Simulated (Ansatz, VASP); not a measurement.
One calculation of Hf, two programs

The input INCAR:

```
SYSTEM = Hf
  ALGO = Normal
  EDIFF = 1E-7
  ENCUT = 520
  GGA = PE
  ISIF = 2
  ISMEAR = 0
  LASPH = .TRUE.
  LCHARG = .FALSE.
  LREAL = .FALSE.
  LWAVE = .FALSE.
  NBANDS = 17
  NELM = 60
  PREC = Accurate
  SIGMA = 0.03
```

The input KPOINTS:

```
k-points
0
G
  11 11 6
  0 0 0
```

The input POSCAR:

```
Hf
1.0
    3.2045059552      0.0000000000      0.0000000000
   -1.6022529776      2.7751835638      0.0000000000
    0.0000000000      0.0000000000      5.0738215932
Hf
2
Direct
    0.3333333333      0.6666666667      0.2500000000
    0.6666666667      0.3333333333      0.7500000000
```

Input for Ansatz:

```yaml
crystal:
  lattice:
    - [3.2045059552, 0.0, 0.0]
    - [-1.6022529776, 2.7751835638, 0.0]
    - [0.0, 0.0, 5.0738215932]
  atoms:
    - { symbol: Hf, position: [0.3333333333, 0.6666666667, 0.25] }
    - { symbol: Hf, position: [0.6666666667, 0.3333333333, 0.75] }
hamiltonian:
  xc: pbe
  pseudopotentials:
    kind: paw
    azcp:
      Hf: "pseudopotentials/Hf.paw.azcp"
basis:
  ecutwfc: 420
  fft_grid_basis: typed
kpoints:
  mp_grid: { grid: [11, 11, 6], shift: [0, 0, 0] }
magnetization:
  spin_polarized: false
scf:
  occupations: { method: gaussian, width: 0.03 }
  lower_state_search: "off"
output:
  stress: true
  write_density: true
  write_potential: true
  elf: true
  volumetric_format: npy
```

Alike in both runs: task single point; functional PBE; k mesh 11 × 11 × 6; occupations gaussian, width 0.03 eV; no spin polarisation.

|  | VASP | Ansatz |
| --- | --- | --- |
| version | VASP 6.6.1 | Ansatz 0.2.0 |
| potentials or method | VASP PAW PBE potentials, release 64 (Hf_pv), cutoff 520 eV | plane waves (420 eV) with PAW, scalar-relativistic |
| valence electrons in the cell | 20 | 52 |

Ansatz gave:

* pressure (GPa): 0.1
* traceless stress, the component that is largest in VASP (GPa): 0.13

Task: What did VASP give for the same quantities?

Result: Pressure (GPa): -0.3; traceless stress, the component that is largest in VASP (GPa): 0.07.

The functional is the same, so the differences come from potentials, cutoffs and numerics. VASP's potentials hold 20 valence electrons a cell and Ansatz's 52, so a difference there can come from the potentials and not from the codes.

Spin-orbit coupling is off throughout.
